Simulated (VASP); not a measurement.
Write the native input for VASP 6.6.1 that does the following.

```
Task                   : single point
Functional             : LDA
Potentials or basis    : VASP PAW LDA potentials, release 64 (Cd)
Cutoff                 : 520 eV
k mesh                 : 10 × 10 × 5
Occupations            : fermi-dirac, width 0.05 eV
Spin                   : no spin polarisation
Dipole correction      : no
Further INCAR settings : ALGO = Normal; EDIFF = 1e-07; NBANDS = 19
```

The structure of Cd lies in POSCAR:

```
Cd
1.0
    2.9788700000      0.0000000000      0.0000000000
   -1.4894350000      2.5797770946      0.0000000000
    0.0000000000      0.0000000000      5.6176500000
Cd
2
Direct
    0.6666666667      0.3333333333      0.7500000000
    0.3333333333      0.6666666667      0.2500000000
```

The input as run:

INCAR

```
PREC = Accurate
ENCUT = 520
EDIFF = 1E-7
ISMEAR = -1
SIGMA = 0.05
LREAL = F
LASPH = T
NELM = 100
ALGO = Normal
ISIF = 2
LWAVE = F
LCHARG = F
GGA = CA
NBANDS = 19
```

KPOINTS

```
Automatic mesh
0
Gamma
  10 10 5
```

Potentials or basis: VASP PAW LDA potentials, release 64 (Cd).

Run with:

```console
$ cat potpaw_LDA.64/Cd/POTCAR > POTCAR
$ mpirun -np 1 vasp_std > vasp.out
```

Results of the run:

```yaml
Pressure: -4.0 GPa
Band_gap_on_the_k_mesh: zero (band 12 reaches 3.73 eV, above the bottom of band 13 at -0.31 eV)
```

Wall time 11 s on 1 thread of Intel(R) Xeon(R) Platinum 8559C (Emerald Rapids), on a shared host, peak memory 0.15 GiB.
